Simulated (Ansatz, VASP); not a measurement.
**One calculation of Co, two programs**

Contents of INCAR:

```
PREC     = Accurate       # precision mode
ENCUT    = 520            # plane-wave cutoff, eV
EDIFF    = 1E-7           # SCF threshold, eV
ISMEAR   = 0              # smearing method
SIGMA    = 0.05           # smearing width, eV
LREAL    = F              # projectors in reciprocal space
LASPH    = T              # aspherical terms in the spheres
NELM     = 150            # most SCF steps
ALGO     = Normal         # electronic algorithm
ISIF     = 2              # what is computed and relaxed
LWAVE    = F              # write WAVECAR
LCHARG   = F              # write CHGCAR
ISPIN    = 2              # spin polarisation
MAGMOM   = 1.71 1.71      # initial moments
LORBIT   = 11             # projections on sites
LMAXMIX  = 4              # l up to which the mixer works
GGA      = PS             # functional
NBANDS   = 20             # bands
```

The input KPOINTS:

```
Automatic mesh
0
Gamma
  15 15 8
```

Contents of POSCAR:

```
Co
1.0
    2.5074000000      0.0000000000      0.0000000000
   -1.2537000000      2.1714720974      0.0000000000
    0.0000000000      0.0000000000      4.0699000000
Co
2
Direct
    0.3333333333      0.6666666667      0.2745706283
    0.6666666667      0.3333333333      0.7500000000
```

Input for Ansatz:

```yaml
crystal:
  lattice:
    - [2.5074, 0.0, 0.0]
    - [-1.2537, 2.1714720974, 0.0]
    - [0.0, 0.0, 4.0699]
  atoms:
    - { symbol: Co, position: [0.3333333333, 0.6666666667, 0.2745706283], spin: 1.71 }
    - { symbol: Co, position: [0.6666666667, 0.3333333333, 0.75], spin: 1.71 }
magnetization:
  spin_polarized: true
basis:
  ecutwfc: 420
  fft_grid_basis: typed
kpoints:
  mp_grid: { grid: [15, 15, 8] }
hamiltonian:
  xc: pbesol
scf:
  occupations: { method: gaussian, width: 0.05 }
output:
  forces: true
  stress: true
  eigenvalues: true
  bader: true
  write_density: true
  volumetric_format: npy
  populations: true
```

Alike in both runs: task single point; functional PBEsol; k mesh 15 × 15 × 8; occupations gaussian, width 0.05 eV; collinear spin.

```csv
,VASP,Ansatz
version,VASP 6.6.1,Ansatz 0.2.0
potentials or method,"VASP PAW PBE potentials, release 64 (Co), cutoff 520 eV","scalar-relativistic, plane waves, PAW"
valence electrons in the cell,18,34
```

```csv
,VASP,Ansatz,Ansatz less VASP
gap on the k mesh at the Fermi level (eV),none,none,-
pressure (GPa),-12.8,-12.3,+0.49
"traceless stress, the component that is largest in VASP (GPa)",0.45,0.53,+0.084
rms of the force components (eV/Å),0.305,0.314,+0.0093
net moment per atom (μB),1.64,1.65,+0.002
size of the moment on the site where the two differ most (μB),1.66,1.72,+0.058
```

VASP's potentials were made for PBE, not for PBEsol. Site moments also hang on the region over which each program counts them. Atom by atom the forces differ by 0.009 eV/Å (rms over components). A gap of «none» marks a metal or a gap that the smearing closes. VASP's potentials hold 18 valence electrons a cell and Ansatz's 34, so a difference there can come from the potentials and not from the codes.
